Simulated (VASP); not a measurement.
A run of VASP 6.6.1:

Contents of INCAR:

```
SYSTEM = TaN
ALGO = Normal
EDIFF = 1E-6
ENCUT = 520
GGA = PE
ISIF = 2
ISMEAR = -1
LASPH = .TRUE.
LCHARG = .FALSE.
LREAL = .FALSE.
LWAVE = .FALSE.
NBANDS = 15
NELM = 60
PREC = Accurate
SIGMA = 0.02
```

File KPOINTS:

```
k-points
0
G
  9 9 9
  0 0 0
```

The input POSCAR:

```
TaN
1.0
    0.0000000000      2.1790000000      2.1790000000
    2.1790000000      0.0000000000      2.1790000000
    2.1790000000      2.1790000000      0.0000000000
Ta N
1 1
Direct
    0.5000000000      0.5000000000      0.5000000000
    0.0000000000      0.0000000000      0.0000000000
```

Potentials or basis: VASP PAW PBE potentials, release 64 (Ta_pv, N).

Run with:

```sh
$ cat potpaw_PBE.64/Ta_pv/POTCAR potpaw_PBE.64/N/POTCAR > POTCAR
$ mpirun -np 1 vasp_std > vasp.out
```

Hardware: 1 thread of Intel(R) Xeon(R) Platinum 8259CL CPU @ 2.50GHz (Skylake/Cascade Lake), on a shared host.

Estimate the wall time of this run.

Run time: 16 s on 1 thread of Intel(R) Xeon(R) Platinum 8259CL CPU @ 2.50GHz (Skylake/Cascade Lake) (shared host), peak memory 0.14 GiB. Counts: scf iterations 12, k points 35.
